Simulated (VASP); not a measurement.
# Mo in VASP: notebook

The runs below take Mo through single point, relaxation of the atoms, with PBE+D3(BJ).

Program: VASP 6.6.1. These are calculated values, not measurements. Logs are shortened: lines on timing, memory, paths and dates and some standing lists are left out, and cuts for length are marked.

**1. The cell of the first run**

The cell holds a slab with vacuum, 6 atoms: a = 4.427 Å, b = 4.427 Å, c = 18.518 Å, α = 90.00°, β = 90.00°, γ = 120.00°.

**2. Single point, PBE+D3(BJ)**

The input, INCAR:

```
SYSTEM = Mo
ALGO = Normal ; DIPOL = 0.5 0.5 0.496
EDIFF = 1E-6 ; ENCUT = 520
GGA = PE ; IDIPOL = 3
ISIF = 2 ; ISMEAR = 0
IVDW = 12 ; LASPH = .True.
LCHARG = .False. ; LDIPOL = .True.
LREAL = .False. ; LWAVE = .False.
NBANDS = 51 ; NELM = 100
PREC = Accurate ; SIGMA = 0.1
```

The input, KPOINTS:

```
k-points
0
Gamma
  9 9 1
  0 0 0
```

The input, POSCAR:

```
Mo
1.0
    4.4268425262      0.0000000000      0.0000000000
   -2.2134212631      3.8337580862      0.0000000000
    0.0000000000      0.0000000000     18.5181272336
Mo
6
Direct
    0.6666666667      0.3333333333      0.3780079871
    0.3333333333      0.6666666667      0.4268047922
    0.0000000000      0.0000000000      0.4756015974
    0.6666666667      0.3333333333      0.5221135828
    0.3333333333      0.6666666667      0.5656653570
    0.0000000000      0.0000000000      0.6085355712
```

Potentials or basis: VASP PAW PBE potentials, release 64 (Mo_sv).

Run with:

```sh
cat potpaw_PBE.64/Mo_sv/POTCAR > POTCAR
mpirun -np 1 vasp_std > vasp.out
```

OUTCAR:

```text
SYSTEM = Mo
   EDIFF = 1E-6
   ENCUT = 520
   GGA = PE
   ISIF = 2
   ISMEAR = 0
   IVDW = 12
   LASPH = .True.
   LREAL = .False.
   NELM = 100
   PREC = Accurate
 IVDW          = 12

 ion  position               nearest neighbor table
   1  0.667  0.333  0.378-   4 2.67   2 2.71   2 2.71   2 2.71   3 3.13   3 3.13   3 3.13
   2  0.333  0.667  0.427-   5 2.57   1 2.71   1 2.71   3 2.71   1 2.71   3 2.71   3 2.71   4 3.11
                             4 3.11   4 3.11
   3  0.000  0.000  0.476-   6 2.46   4 2.70   4 2.70   4 2.70   2 2.71   2 2.71   2 2.71   5 3.05
                             5 3.05   5 3.05   1 3.13   1 3.13   1 3.13
   4  0.667  0.333  0.522-   1 2.67   5 2.68   5 2.68   5 2.68   3 2.70   3 2.70   3 2.70   6 3.02
                             6 3.02   6 3.02   2 3.11   2 3.11   2 3.11
   5  0.333  0.667  0.566-   2 2.57   6 2.68   6 2.68   6 2.68   4 2.68   4 2.68   4 2.68   3 3.05
                             3 3.05   3 3.05
   6  0.000  0.000  0.609-   3 2.46   5 2.68   5 2.68   5 2.68   4 3.02   4 3.02   4 3.02

  LATTYP: Found a hexagonal cell.
 ALAT       =     4.4268425262
 C/A-ratio  =     4.1831456900

  Lattice vectors:

 A1 = (   4.4268425262,   0.0000000000,   0.0000000000)
 A2 = (  -2.2134212631,   3.8337580862,   0.0000000000)
 A3 = (   0.0000000000,   0.0000000000,  18.5181272336)

Analysis of symmetry for initial positions (statically):
=====================================================================
 Subroutine PRICEL returns:
 Original cell was already a primitive cell.

 Routine SETGRP: Setting up the symmetry group for a
 hexagonal supercell.

 Subroutine GETGRP returns: Found  6 space group operations
 (whereof  6 operations were pure point group operations)
 out of a pool of 24 trial point group operations.

The static configuration has the point symmetry C_3v.

Analysis of symmetry for dynamics (positions and initial velocities):
=====================================================================
 Subroutine PRICEL returns:
 Original cell was already a primitive cell.

 Routine SETGRP: Setting up the symmetry group for a
 hexagonal supercell.

 Subroutine GETGRP returns: Found  6 space group operations
 (whereof  6 operations were pure point group operations)
 out of a pool of 24 trial point group operations.

The dynamic configuration has the point symmetry C_3v.

 Subroutine INISYM returns: Found  6 space group operations
 (whereof  6 operations are pure point group operations),
 and found     1 'primitive' translations

----------------------------------------------------------------------------------------

                                     Primitive cell

  volume of cell :     314.2793

  direct lattice vectors                    reciprocal lattice vectors
     4.426842526  0.000000000  0.000000000     0.225894640  0.130420331  0.000000000
    -2.213421263  3.833758086  0.000000000     0.000000000  0.260840663  0.000000000
     0.000000000  0.000000000 18.518127234     0.000000000  0.000000000  0.054001141

  length of vectors
     4.426842526  4.426842526 18.518127234     0.260840663  0.260840663  0.054001141

  position of ions in fractional coordinates (direct lattice)
     0.666666667  0.333333333  0.378007987
     0.333333333  0.666666667  0.426804792
     0.000000000  0.000000000  0.475601597
     0.666666667  0.333333333  0.522113583
     0.333333333  0.666666667  0.565665357
     0.000000000  0.000000000  0.608535571

  ion indices of the primitive-cell ions
   primitive index   ion index
                 1           1
                 2           2
                 3           3
                 4           4
                 5           5
                 6           6

----------------------------------------------------------------------------------------

 KPOINTS: k-points

Automatic generation of k-mesh.
 Grid dimensions read from file:
 generate k-points for:    9    9    1

 Generating k-lattice:

  Cartesian coordinates                     Fractional coordinates (reciprocal lattice)
     0.025099404  0.014491148  0.000000000     0.111111111  0.000000000  0.000000000
     0.000000000  0.028982296  0.000000000     0.000000000  0.111111111  0.000000000
     0.000000000  0.000000000  0.054001141     0.000000000  0.000000000  1.000000000

  Length of vectors
     0.028982296  0.028982296  0.054001141

  Shift w.r.t. Gamma in fractional coordinates (k-lattice)
     0.000000000  0.000000000  0.000000000

 Subroutine IBZKPT returns following result:
 ===========================================

 Found     12 irreducible k-points:

 Following reciprocal coordinates:
            Coordinates               Weight
  0.000000  0.000000  0.000000      1.000000
  0.111111 -0.000000  0.000000      6.000000
  0.222222 -0.000000  0.000000      6.000000
  0.333333  0.000000  0.000000      6.000000
  0.444444 -0.000000  0.000000      6.000000
  0.111111  0.111111  0.000000      6.000000
  0.222222  0.111111  0.000000     12.000000
  0.333333  0.111111  0.000000     12.000000
  0.444444  0.111111  0.000000      6.000000
  0.222222  0.222222  0.000000      6.000000
  0.333333  0.222222  0.000000     12.000000
  0.333333  0.333333  0.000000      2.000000
   k-points           NKPTS =     12   k-points in BZ     NKDIM =     12   number of bands    NBANDS=     51
   number of dos      NEDOS =    301   number of ions     NIONS =      6
   total plane-waves  NPLWV = 181440
   dimension x,y,z NGX =    36 NGY =   36 NGZ =  140
   dimension x,y,z NGXF=    72 NGYF=   72 NGZF=  280
   ions per type =               6
   NGX,Y,Z   is equivalent  to a cutoff of  13.52, 13.52, 12.57 a.u.
   NGXF,Y,Z  is equivalent  to a cutoff of  27.04, 27.04, 25.14 a.u.
 SYSTEM =  Mo
   PREC   = accura    normal or accurate (medium, high low for compatibility)
   ISTART =      0    job   : 0-new  1-cont  2-samecut
   ICHARG =      2    charge: 1-file 2-atom 10-const
   ISPIN  =      1    spin polarized calculation?
   LNONCOLLINEAR =      F non collinear calculations
   LSORBIT =      F    spin-orbit coupling
   LASPH  =      T    aspherical Exc in radial PAW
   ENCUT  =  520.0 eV  38.22 Ry    6.18 a.u.   8.23  8.23 34.43*2*pi/ulx,y,z
   NELM   =    100;   NELMIN=  2; NELMDL= -5     # of ELM steps
   EDIFF  = 0.1E-05   stopping-criterion for ELM
   LREAL  =      F    real-space projection
   EDIFFG = 0.1E-04   stopping-criterion for IOM
   NSW    =      0    number of steps for IOM
   IBRION =     -1    ionic relax: 0-MD 1-quasi-New 2-CG
   NFREE  =      0    steps in history (QN), initial steepest desc. (CG)
   ISIF   =      2    stress and relaxation
   ISYM   =      2    0-nonsym 1-usesym 2-fastsym
   POTIM  = 0.5000    time-step for ionic-motion
   TEBEG  =    0.0;   TEEND  =   0.0 temperature during run
   PSTRESS=    0.0 pullay stress
   NELECT =      84.0000    total number of electrons
   NUPDOWN=      -1.0000    fix difference up-down
   EMIN   =  10.00;   EMAX   =-10.00  energy-range for DOS
   EFERMI =   0.00;   METHOD = LEGACY
   ISMEAR =     0;   SIGMA  =   0.10  broadening in eV -4-tet -1-fermi 0-gaus
   EFERMI_NEDOS =   21; number of points for ismear=-14 and -15
   IALGO  =     38    algorithm
   IMIX   =      4    mixing-type and parameters
     AMIX     =   0.40;   BMIX     =  1.00
     AMIX_MAG =   1.60;   BMIX_MAG =  1.00
  volume/ion in A,a.u.               =      52.38       353.48
  Fermi-wavevector in a.u.,A,eV,Ry     =   1.054539  1.992790 15.130393  1.112053
  Thomas-Fermi vector in A             =   2.189703
   LORBIT       =      0    0 simple, 1 ext, 2 COOP (PROOUT), +10 PAW based schemes
   GGA     = PE    functional components
   LHFCALC =     F    Hartree Fock is set to
   AEXX    =    0.0000 exact exchange contribution
   IVDW    =    12    specifies the selected vdW correction
   LEPSILON=     F    determine dielectric tensor
   LRPA    =     F    only Hartree local field effects (RPA)
 non-spin polarized calculation
 Gauss-broadening in eV      SIGMA  =   0.10
  energy-cutoff  :      520.00
  volume of cell :      314.28
 maximum number of plane-waves:      8492
 NGX is ok and might be reduce to    36
   NGX = 17   NGY = 17   NGZ = 69

 dipolmoment           0.000000      0.000000     -0.394749 electrons x Angstroem

 number of electron      84.0000009 magnetization

 dipolmoment           0.000000      0.000000      0.017046 electrons x Angstroem

 Free energy of the ion-electron system (eV)
  ---------------------------------------------------
  ext. energy  EPLUGINS =         0.00000000
  ---------------------------------------------------
  free energy    TOTEN  =       -58.83439368 eV

  energy without entropy =      -58.79170423  energy(sigma->0) =      -58.81304896

 E-fermi :   1.1433     XC(G=0):  -5.2002

 val. band max:        1.1320572754   @ k =   0.1111  -0.0000   0.0000
 cond. band min:       1.1583389893   @ k =   0.3333   0.0000   0.0000
 fundamental gap:      0.0262817138
 Fermi energy:         1.1432735738

 k-point     1 :       0.0000    0.0000    0.0000
  band No.  band energies     occupation
      1     -60.0017      2.00000
      2     -59.7678      2.00000
      3     -59.7053      2.00000
      4     -59.6696      2.00000
      5     -59.5227      2.00000
      6     -59.4593      2.00000
[... 43 lines left out ...]
     50       2.9244      0.00000
     51       3.3195      0.00000

 k-point     2 :       0.1111   -0.0000    0.0000
  band No.  band energies     occupation
      1     -59.9913      2.00000
      2     -59.7657      2.00000
      3     -59.7087      2.00000
      4     -59.6706      2.00000
      5     -59.5257      2.00000
      6     -59.4650      2.00000
[... 532 lines left out ...]
 k-point    12 :       0.3333    0.3333    0.0000
  band No.  band energies     occupation
      1     -59.8259      2.00000
      2     -59.8140      2.00000
      3     -59.7636      2.00000
      4     -59.6478      2.00000
      5     -59.5590      2.00000
      6     -59.5218      2.00000
[... 43 lines left out ...]
     50       2.5091      0.00000
     51       2.7917      0.00000

------------------------ aborting loop because EDIFF is reached ----------------------------------------

 vacuum level on the upper side and lower side of the slab       (xc-potential included)        -0.087        -0.265

 Edisp (eV)   -2.68898

 E8    (eV) :    -1.3356

  FORCE on cell =-STRESS in cart. coord.  units (eV):
  Direction    XX          YY          ZZ          XY          YZ          ZX
  --------------------------------------------------------------------------------------
  -------------------------------------------------------------------------------------
  Total      -6.29614    -6.29614    -2.24577    -0.00000     0.00000     0.00000
  in kB     -32.09732   -32.09732   -11.44881    -0.00000     0.00000     0.00000
  external pressure =      -25.21 kB  Pullay stress =        0.00 kB

 VOLUME and BASIS-vectors are now :
 -----------------------------------------------------------------------------
  energy-cutoff  :      520.00
  volume of cell :      314.28
      direct lattice vectors                 reciprocal lattice vectors
     4.426842526  0.000000000  0.000000000     0.225894640  0.130420331  0.000000000
    -2.213421263  3.833758086  0.000000000     0.000000000  0.260840663  0.000000000
     0.000000000  0.000000000 18.518127234     0.000000000  0.000000000  0.054001141

 POSITION                                       TOTAL-FORCE (eV/Angst)
 -----------------------------------------------------------------------------------
      2.21342      1.27792      7.00000         0.000000     -0.000000      1.405427
     -0.00000      2.55584      7.90363         0.000000     -0.000000     -0.188695
      0.00000      0.00000      8.80725         0.000000      0.000000     -1.301974
      2.21342      1.27792      9.66857         0.000000      0.000000     -0.000031
     -0.00000      2.55584     10.47506        -0.000000      0.000000      0.026469
      0.00000      0.00000     11.26894         0.000000      0.000000      0.058803
 -----------------------------------------------------------------------------------
    total drift:                               -0.000000     -0.000000     -0.000952

  FREE ENERGIE OF THE ION-ELECTRON SYSTEM (eV)
  ---------------------------------------------------
  free  energy   TOTEN  =       -61.5233717874 eV

  energy  without entropy=      -61.4806823323  energy(sigma->0) =      -61.50202706

 vacuum level on the upper side and lower side of the slab         4.878         4.693
```

Wall time 6.8 min (1 thread of Intel Xeon Platinum 8259CL at 2.50GHz (Skylake/Cascade Lake), shared host); peak memory 0.5 GiB.

Results:

- Free energy: -61.5234 eV
- Largest force: 1.405 eV/Å
- Band gap on the k mesh: zero (bands 42 and 43 overlap by 0.14 eV)
- Dispersion energy per atom: -0.448 eV

Forces in eV/Å, atoms in the order of the input:
```
Mo   0.000  0.000  1.405
Mo   0.000  0.000 -0.189
Mo   0.000  0.000 -1.302
Mo   0.000  0.000  0.000
Mo   0.000  0.000  0.026
Mo   0.000  0.000  0.059
```

**3. Relaxation of the atoms, PBE+D3(BJ)**

The input, INCAR:

```
PREC = Accurate
ENCUT = 520
EDIFF = 1E-6
ISMEAR = 0
SIGMA = 0.1
LREAL = F
LASPH = T
NELM = 60
ALGO = Fast
ISIF = 2
LWAVE = F
LCHARG = F
LDIPOL = T
IDIPOL = 3
DIPOL = 0.5 0.5 0.500
GGA = PE
IVDW = 12
IBRION = 2
NSW = 70
EDIFFG = -0.03
```

The input, KPOINTS:

```
regular mesh
0
Gamma
  9 9 1
```

The input, POSCAR:

```
Mo
1.0
    4.4268425255      0.0000000000      0.0000000000
   -2.2134212628      3.8337580857      0.0000000000
    0.0000000000      0.0000000000     18.5181272330
Mo
6
Selective dynamics
Direct
    0.6666666667      0.3333333333      0.3780079871  F F F
    0.3333333333      0.6666666667      0.4268047923  F F F
    0.0000000000      0.0000000000      0.4756015974  F F F
    0.6666666667      0.3333333333      0.5243984026  T T T
    0.3333333333      0.6666666667      0.5731952077  T T T
    0.0000000000      0.0000000000      0.6219920129  T T T
```

Potentials or basis: VASP PAW PBE potentials, release 64 (Mo_sv).

Run with:

```sh
cat potpaw_PBE.64/Mo_sv/POTCAR > POTCAR
mpirun -np 1 vasp_std > vasp.out
```

It took 85 min on 1 thread of Oxide Virtual Turin-like, shared host; peak memory 0.51 GiB.

The run converged. Its results:

```yaml
Free_energy: -61.5236 eV
Energy_gained_by_relaxing: 15.1 meV/atom
Ionic_steps: 12
Band_gap_on_the_k_mesh: zero (bands 42 and 43 overlap by 0.14 eV)
Dispersion_energy_per_atom: -0.448 eV
```

Step by step:
```tsv
step	energy change (eV)	largest force on free atoms (eV/Å)	pressure (GPa)
1	0.0000	1.7258	-5.57
2	-0.1253	0.9529	-4.73
3	-0.0207	0.7420	-3.85
4	-0.0328	0.7676	-4.02
5	-0.0463	0.8624	-3.52
6	-0.0813	0.2942	-3.02
7	-0.0858	0.2209	-2.76
8	-0.0887	0.1433	-2.74
9	-0.0906	0.0571	-2.71
10	-0.0907	0.0708	-2.71
11	-0.0909	0.0358	-2.64
12	-0.0909	0.0228	-2.65
```

Final structure:
```cif
data_structure
_symmetry_space_group_name_H-M 'P 1'
_symmetry_Int_Tables_number 1
_cell_length_a 4.4268
_cell_length_b 4.4268
_cell_length_c 18.5181
_cell_angle_alpha 90.000
_cell_angle_beta 90.000
_cell_angle_gamma 120.000
_cell_volume 314.28
loop_
_atom_site_label
_atom_site_type_symbol
_atom_site_fract_x
_atom_site_fract_y
_atom_site_fract_z
_atom_site_occupancy
Mo1 Mo 0.66667 0.33333 0.37801 1
Mo2 Mo 0.33333 0.66667 0.42680 1
Mo3 Mo 0.00000 0.00000 0.47560 1
Mo4 Mo 0.66667 0.33333 0.52228 1
Mo5 Mo 0.33333 0.66667 0.56605 1
Mo6 Mo 0.00000 0.00000 0.60896 1
```

Levels at points of the mesh, in eV from the Fermi level:
| k point | band 39 | band 40 | band 41 | band 42 | band 43 | band 44 | band 45 | band 46 |
| --- | --- | --- | --- | --- | --- | --- | --- | --- |
| (0.00, 0.00, 0.00) | -1.27 | -1.23 | -1.23 | -0.92 | -0.10 | 1.26 | 1.26 | 1.31 |
